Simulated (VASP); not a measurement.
C, 2 atoms in the cell. Symmetry: Fd-3m, No. 227, cubic system. Conventional cell: a = 3.418 Å, b = 3.418 Å, c = 3.418 Å, α = 90.00°, β = 90.00°, γ = 90.00°. Within 2.0 Å of C (site symmetry -43m) lie 4 C at 1.48 Å.  This cell differs from its parent crystal: strain -4.0%.

| Property | Result |
| --- | --- |
| Program | VASP 6.6.1 |
| Task | single point |
| Functional | PBE |
| Potentials or basis | VASP PAW PBE potentials, release 64 (C) |
| Cutoff | 520 eV |
| k mesh | 12 × 12 × 12 |
| Occupations | fermi-dirac, width 0.02 eV |
| Spin | no spin polarisation |
| Dipole correction | no |
| Further INCAR settings | ALGO = Normal; EDIFF = 1e-06; NBANDS = 11 |

Potentials or basis: VASP PAW PBE potentials, release 64 (C).

Run with:

```sh
$ cat potpaw_PBE.64/C/POTCAR > POTCAR
$ mpirun -np 1 vasp_std > vasp.out
```

Hardware: 1 thread of AMD EPYC 7R13, with other jobs on the host.

Question: How long does it take, and how much memory?

Answer: Wall time 14 s on 1 thread of AMD EPYC 7R13, with other jobs on the host, peak memory 0.08 GiB. Counts: scf iterations 11, k points 72.
